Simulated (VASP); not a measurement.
# Pd (Fm-3m) in VASP: a series of runs

Pd is run at these levels: PBEsol; tasks: relaxation of cell and atoms.

Everything below comes from runs of VASP 6.6.1. Logs are shortened: lines on timing, memory, paths and dates and some standing lists are left out, and cuts for length are marked.

### Step 1. The cell of the first run

It takes space group Fm-3m (No. 225, cubic). Conventional cell: a = 3.893 Å, b = 3.893 Å, c = 3.893 Å, α = 90.00°, β = 90.00°, γ = 90.00°. Pd (site symmetry m-3m) has 12 Pd at 2.75 Å within 3.6 Å.

### Step 2. Relaxation of cell and atoms, PBEsol, target pressure 2 GPa, at which the enthalpy is minimised

INCAR

```
SYSTEM = Pd
PREC = Accurate
ENCUT = 600
EDIFF = 1E-7
ISMEAR = -1
SIGMA = 0.05
LREAL = .False.
LASPH = .True.
NELM = 100
ALGO = Normal
ISIF = 3
LWAVE = .False.
LCHARG = .False.
GGA = PS
IBRION = 2
NSW = 60
EDIFFG = -0.01
PSTRESS = 20.0
```

KPOINTS

```
Automatic mesh
0
Gamma
  12 12 12
  0 0 0
```

POSCAR

```
Pd
1.0
    0.0000000000      1.9465000000      1.9465000000
    1.9465000000      0.0000000000      1.9465000000
    1.9465000000      1.9465000000      0.0000000000
Pd
1
Direct
    0.0000000000      0.0000000000      0.0000000000
```

Potentials or basis: VASP PAW PBE potentials, release 64 (Pd).

On the command line:

```console
$ cat potpaw_PBE.64/Pd/POTCAR > POTCAR
$ mpirun -np 1 vasp_std > vasp.out
```

OUTCAR:

```text
SYSTEM = Pd
   PREC = Accurate
   ENCUT = 600
   EDIFF = 1E-7
   ISMEAR = -1
   LREAL = .False.
   LASPH = .True.
   NELM = 100
   ISIF = 3
   GGA = PS
   IBRION = 2
   NSW = 60
   EDIFFG = -0.01
   PSTRESS = 20.0

 ion  position               nearest neighbor table
   1  0.000  0.000  0.000-

  LATTYP: Found a face centered cubic cell.
 ALAT       =     3.8930000000

  Lattice vectors:

 A1 = (   0.0000000000,   1.9465000000,   1.9465000000)
 A2 = (   1.9465000000,   0.0000000000,   1.9465000000)
 A3 = (   1.9465000000,   1.9465000000,   0.0000000000)

Analysis of symmetry for initial positions (statically):
[... 33 lines left out ...]
                                     Primitive cell

  volume of cell :      14.7500

  direct lattice vectors                    reciprocal lattice vectors
     0.000000000  1.946500000  1.946500000    -0.256871307  0.256871307  0.256871307
     1.946500000  0.000000000  1.946500000     0.256871307 -0.256871307  0.256871307
     1.946500000  1.946500000  0.000000000     0.256871307  0.256871307 -0.256871307

  length of vectors
     2.752766699  2.752766699  2.752766699     0.444914156  0.444914156  0.444914156

  position of ions in fractional coordinates (direct lattice)
     0.000000000  0.000000000  0.000000000

  ion indices of the primitive-cell ions
   primitive index   ion index
                 1           1

----------------------------------------------------------------------------------------

 KPOINTS: Automatic mesh

Automatic generation of k-mesh.
 Grid dimensions read from file:
 generate k-points for:   12   12   12

 Generating k-lattice:

  Cartesian coordinates                     Fractional coordinates (reciprocal lattice)
    -0.021405942  0.021405942  0.021405942     0.083333333  0.000000000  0.000000000
     0.021405942 -0.021405942  0.021405942     0.000000000  0.083333333  0.000000000
     0.021405942  0.021405942 -0.021405942     0.000000000  0.000000000  0.083333333

  Length of vectors
     0.037076180  0.037076180  0.037076180

  Shift w.r.t. Gamma in fractional coordinates (k-lattice)
     0.000000000  0.000000000  0.000000000

 Subroutine IBZKPT returns following result:
 ===========================================

 Found     72 irreducible k-points:

 Following reciprocal coordinates:
            Coordinates               Weight
  0.000000  0.000000  0.000000      1.000000
  0.083333  0.000000  0.000000      8.000000
  0.166667  0.000000  0.000000      8.000000
  0.250000  0.000000  0.000000      8.000000
  0.333333  0.000000  0.000000      8.000000
  0.416667  0.000000  0.000000      8.000000
[... 16 lines left out ...]
  0.500000  0.166667  0.000000     24.000000
 -0.416667  0.166667  0.000000     24.000000
 [... further k-points ...]
   k-points           NKPTS =     72   k-points in BZ     NKDIM =     72   number of bands    NBANDS=      9
   number of dos      NEDOS =    301   number of ions     NIONS =      1
   total plane-waves  NPLWV =  13824
   dimension x,y,z NGX =    24 NGY =   24 NGZ =   24
   dimension x,y,z NGXF=    48 NGYF=   48 NGZF=   48
   ions per type =               1
   NGX,Y,Z   is equivalent  to a cutoff of  14.49, 14.49, 14.49 a.u.
   NGXF,Y,Z  is equivalent  to a cutoff of  28.99, 28.99, 28.99 a.u.
 SYSTEM =  Pd
   PREC   = accura    normal or accurate (medium, high low for compatibility)
   ISTART =      0    job   : 0-new  1-cont  2-samecut
   ICHARG =      2    charge: 1-file 2-atom 10-const
   ISPIN  =      1    spin polarized calculation?
   LNONCOLLINEAR =      F non collinear calculations
   LSORBIT =      F    spin-orbit coupling
   LASPH  =      T    aspherical Exc in radial PAW
   ENCUT  =  600.0 eV  44.10 Ry    6.64 a.u.   5.50  5.50  5.50*2*pi/ulx,y,z
   NELM   =    100;   NELMIN=  2; NELMDL= -5     # of ELM steps
   EDIFF  = 0.1E-06   stopping-criterion for ELM
   LREAL  =      F    real-space projection
   EDIFFG = -.1E-01   stopping-criterion for IOM
   NSW    =     60    number of steps for IOM
   IBRION =      2    ionic relax: 0-MD 1-quasi-New 2-CG
   NFREE  =      1    steps in history (QN), initial steepest desc. (CG)
   ISIF   =      3    stress and relaxation
   ISYM   =      2    0-nonsym 1-usesym 2-fastsym
   POTIM  = 0.5000    time-step for ionic-motion
   TEBEG  =    0.0;   TEEND  =   0.0 temperature during run
   PSTRESS=   20.0 pullay stress
   NELECT =      10.0000    total number of electrons
   NUPDOWN=      -1.0000    fix difference up-down
   EMIN   =  10.00;   EMAX   =-10.00  energy-range for DOS
   EFERMI =   0.00;   METHOD = LEGACY
   ISMEAR =    -1;   SIGMA  =   0.05  broadening in eV -4-tet -1-fermi 0-gaus
   EFERMI_NEDOS =   21; number of points for ismear=-14 and -15
   IALGO  =     38    algorithm
   IMIX   =      4    mixing-type and parameters
     AMIX     =   0.40;   BMIX     =  1.00
     AMIX_MAG =   1.60;   BMIX_MAG =  1.00
  volume/ion in A,a.u.               =      14.75        99.54
  Fermi-wavevector in a.u.,A,eV,Ry     =   1.438171  2.717748 28.141404  2.068335
  Thomas-Fermi vector in A             =   2.557167
   LORBIT       =      0    0 simple, 1 ext, 2 COOP (PROOUT), +10 PAW based schemes
   GGA     = PS    functional components
   LHFCALC =     F    Hartree Fock is set to
   AEXX    =    0.0000 exact exchange contribution
   IVDW    =     0    specifies the selected vdW correction
   LEPSILON=     F    determine dielectric tensor
   LRPA    =     F    only Hartree local field effects (RPA)
 conjugate gradient relaxation of ions
 non-spin polarized calculation
  energy-cutoff  :      600.00
  volume of cell :       14.75
 maximum number of plane-waves:       531
 NGX is ok and might be reduce to    24
   NGX = 11   NGY = 11   NGZ = 11

--------------------------------------- Ionic step        1  -------------------------------------------

 number of electron      10.0000000 magnetization

 number of electron       9.9999999 magnetization

 Free energy of the ion-electron system (eV)
  ---------------------------------------------------
  ext. energy  EPLUGINS =         0.00000000
  ---------------------------------------------------
  free energy    TOTEN  =        -5.97336457 eV

  energy without entropy =       -5.95374813  energy(sigma->0) =       -5.96355635

 E-fermi :   9.5879     XC(G=0): -13.3825

 val. band max:        9.5859213369   @ k =   0.5000   0.0000   0.0000
 cond. band min:       9.5879527238   @ k =   0.5000   0.4167   0.0833
 fundamental gap:      0.0020313869
 Fermi energy:         9.5878501437

 k-point     1 :       0.0000    0.0000    0.0000
  band No.  band energies     occupation
      1       2.3804      2.00000
      2       6.7517      2.00000
      3       6.7517      2.00000
      4       6.7517      2.00000
      5       8.3845      2.00000
      6       8.3845      2.00000
      7      26.7476      0.00000
      8      31.5186      0.00000
      9      31.5186      0.00000
[... 347 lines left out ...]
  enthalpy is  TOTEN    =        -5.7750736582 eV   P V=        0.1715062708

--------------------------------------- Ionic step        3  -------------------------------------------

 number of electron      10.0000001 magnetization

 Free energy of the ion-electron system (eV)
  ---------------------------------------------------
  ext. energy  EPLUGINS =         0.00000000
  ---------------------------------------------------
  free energy    TOTEN  =        -5.97512429 eV

  energy without entropy =       -5.95626724  energy(sigma->0) =       -5.96569577

 E-fermi :  10.0313     XC(G=0): -13.5438

 val. band max:       10.0265871509   @ k =   0.4167   0.2500   0.0000
 cond. band min:      10.0313527009   @ k =   0.5000   0.0000   0.0000
 fundamental gap:      0.0047655501
 Fermi energy:        10.0313270221

 k-point     1 :       0.0000    0.0000    0.0000
  band No.  band energies     occupation
      1       2.6204      2.00000
      2       7.0741      2.00000
      3       7.0741      2.00000
      4       7.0741      2.00000
      5       8.7770      2.00000
      6       8.7770      2.00000
      7      27.1996      0.00000
      8      32.1194      0.00000
      9      32.1194      0.00000
[... 304 lines left out ...]
  FREE ENERGIE OF THE ION-ELECTRON SYSTEM (eV)
  ---------------------------------------------------
  free  energy   TOTEN  =        -5.9751242914 eV

  energy  without entropy=       -5.9562672421  energy(sigma->0) =       -5.96569577

  enthalpy is  TOTEN    =        -5.7956924762 eV   P V=        0.1794318151

 reached required accuracy - stopping structural energy minimisation
```

CONTCAR:

```text
Pd
   1.00000000000000
     0.0000000000000000    1.9298194559092290    1.9298194559092290
     1.9298194559092290    0.0000000000000000    1.9298194559092290
     1.9298194559092290    1.9298194559092290   -0.0000000000000000
  Pd
     1
Direct
     0.0000000000000000    0.0000000000000000    0.0000000000000000

  0.00000000E+00  0.00000000E+00  0.00000000E+00
```

Wall time 36 s (1 thread of Intel Xeon 8259CL, shared host); peak memory 0.16 GiB.

What came out:

* Free energy: -5.9751 eV
* Relaxed volume: 14.37 Å³/atom
* Relaxed cell: a = 2.729 Å, b = 2.729 Å, c = 2.729 Å, α = 60.00°, β = 60.00°, γ = 60.00°
* Space group after relaxing (to 0.05 Å): Fm-3m (No. 225)
* Energy change on relaxing (the enthalpy is what falls): -1.8 meV/atom
* Ionic steps: 3
* Pressure after relaxing: 1.9 GPa
* Band gap on the k mesh: zero (band 5 reaches 10.36 eV, above the bottom of band 6 at 8.71 eV)

Step by step:
```tsv
step	energy change (eV)	largest force (eV/Å)	pressure (GPa)	volume (Å³)
1	0.0000	0.0000	-3.27	14.75
2	0.0268	0.0000	13.01	13.74
3	-0.0018	0.0000	1.93	14.37
```

Final structure:
```
Pd
1.0
     0.00000    1.92982    1.92982
     1.92982    0.00000    1.92982
     1.92982    1.92982    0.00000
Pd
1
Cartesian
  0.0000 0.0000 0.0000
```

Levels at points of the mesh, in eV from the Fermi level:
| k point | band 2 | band 3 | band 4 | band 5 | band 6 | band 7 | band 8 | band 9 |
| --- | --- | --- | --- | --- | --- | --- | --- | --- |
| (0.00, 0.00, 0.00) | -2.96 | -2.96 | -2.96 | -1.25 | -1.25 | 17.17 | 22.09 | 22.09 |
| (0.50, 0.00, 0.00) | -3.00 | -3.00 | 0.00 | 0.00 | 0.90 | 7.50 | 16.53 | 21.29 |
| (0.50, 0.50, 0.00) | -5.33 | -0.02 | 0.33 | 0.33 | 3.28 | 11.01 | 13.28 | 13.28 |

Caveat: the cell is relaxed towards a set pressure, so the enthalpy falls and the energy may rise; the PAW data sets were made with another functional, which shifts forces and pressure a little.

### Step 3. Relaxation of cell and atoms, PBEsol, target pressure 5 GPa, at which the enthalpy is minimised

INCAR

```
ALGO = Normal
EDIFF = 1E-6
EDIFFG = -0.01
ENCUT = 600
GGA = PS
IBRION = 2
ISIF = 3
ISMEAR = -1
LASPH = True
LCHARG = False
LREAL = False
LWAVE = False
NELM = 80
NSW = 60
PREC = Accurate
PSTRESS = 50.0
SIGMA = 0.05
```

KPOINTS

```
k-points
0
Gamma
  12 12 12
```

POSCAR is that of step 2.

Potentials or basis: VASP PAW PBE potentials, release 64 (Pd).

On the command line:

```console
$ cat potpaw_PBE.64/Pd/POTCAR > POTCAR
$ mpirun -np 1 vasp_std > vasp.out
```

OUTCAR:

```text
EDIFF = 1E-6
   EDIFFG = -0.01
   ENCUT = 600
   GGA = PS
   IBRION = 2
   ISIF = 3
   ISMEAR = -1
   LASPH = True
   LREAL = False
   NELM = 80
   NSW = 60
   PREC = Accurate
   PSTRESS = 50.0

 ion  position               nearest neighbor table
   1  0.000  0.000  0.000-

  LATTYP: Found a face centered cubic cell.
 ALAT       =     3.8930000000

  Lattice vectors:

 A1 = (   0.0000000000,   1.9465000000,   1.9465000000)
 A2 = (   1.9465000000,   0.0000000000,   1.9465000000)
 A3 = (   1.9465000000,   1.9465000000,   0.0000000000)

Analysis of symmetry for initial positions (statically):
[... 33 lines left out ...]
                                     Primitive cell

  volume of cell :      14.7500

  direct lattice vectors                    reciprocal lattice vectors
     0.000000000  1.946500000  1.946500000    -0.256871307  0.256871307  0.256871307
     1.946500000  0.000000000  1.946500000     0.256871307 -0.256871307  0.256871307
[... 139 lines left out ...]
 cond. band min:       9.5879427966   @ k =   0.5000   0.4167   0.0833
 fundamental gap:      0.0020320152
 Fermi energy:         9.5878402702

 k-point     1 :       0.0000    0.0000    0.0000
  band No.  band energies     occupation
      1       2.3805      2.00000
      2       6.7517      2.00000
      3       6.7517      2.00000
      4       6.7517      2.00000
      5       8.3845      2.00000
      6       8.3845      2.00000
      7      26.7476      0.00000
      8      31.5186      0.00000
      9      31.5186      0.00000
[... 386 lines left out ...]
--------------------------------------- Ionic step        4  -------------------------------------------

 number of electron      10.0000002 magnetization

 Free energy of the ion-electron system (eV)
  ---------------------------------------------------
  ext. energy  EPLUGINS =         0.00000000
  ---------------------------------------------------
  free energy    TOTEN  =        -5.97097529 eV

  energy without entropy =       -5.95249999  energy(sigma->0) =       -5.96173764

 E-fermi :  10.2705     XC(G=0): -13.6292

 val. band max:       10.2666017237   @ k =   0.4167   0.2500   0.0000
 cond. band min:      10.2713711778   @ k =   0.5000   0.0000   0.0000
 fundamental gap:      0.0047694541
 Fermi energy:        10.2704536117

 k-point     1 :       0.0000    0.0000    0.0000
  band No.  band energies     occupation
      1       2.7495      2.00000
      2       7.2473      2.00000
      3       7.2473      2.00000
      4       7.2473      2.00000
      5       8.9882      2.00000
      6       8.9882      2.00000
      7      27.4396      0.00000
      8      32.4379      0.00000
      9      32.4379      0.00000
[... 308 lines left out ...]
  energy  without entropy=       -5.9524999909  energy(sigma->0) =       -5.96173764

  enthalpy is  TOTEN    =        -5.5284446457 eV   P V=        0.4425306446

 reached required accuracy - stopping structural energy minimisation
```

It took 40 s on 1 thread of Intel Xeon 8259CL, shared host; peak memory 0.16 GiB.

Results:

- Free energy: -5.9710 eV
- Relaxed volume: 14.18 Å³/atom
- Relaxed cell: a = 2.717 Å, b = 2.717 Å, c = 2.717 Å, α = 60.00°, β = 60.00°, γ = 60.00°
- Space group after relaxing (to 0.05 Å): Fm-3m (No. 225)
- Energy change on relaxing (the enthalpy is what falls): +2.4 meV/atom
- Ionic steps: 4
- Pressure after relaxing: 5.0 GPa
- Band gap on the k mesh: zero (band 5 reaches 10.61 eV, above the bottom of band 6 at 8.91 eV)

The path:
```
step  energy change (eV)  largest force (eV/Å)  pressure (GPa)  volume (Å³)
   1              0.0000                0.0000           -3.26        14.75
   2              0.0926                0.0000           25.60        13.19
   3              0.0020                0.0000            4.79        14.19
   4              0.0024                0.0000            5.00        14.18
```

Final structure:
```
Pd
1.0
     0.00000    1.92111    1.92111
     1.92111    0.00000    1.92111
     1.92111    1.92111    0.00000
Pd
1
Direct
  0.00000 0.00000 0.00000
```

Caveat: the cell is relaxed towards a set pressure, so the enthalpy falls and the energy may rise; the PAW data sets were made with another functional, which shifts forces and pressure a little.

(Part 1 of 3 ends here.)
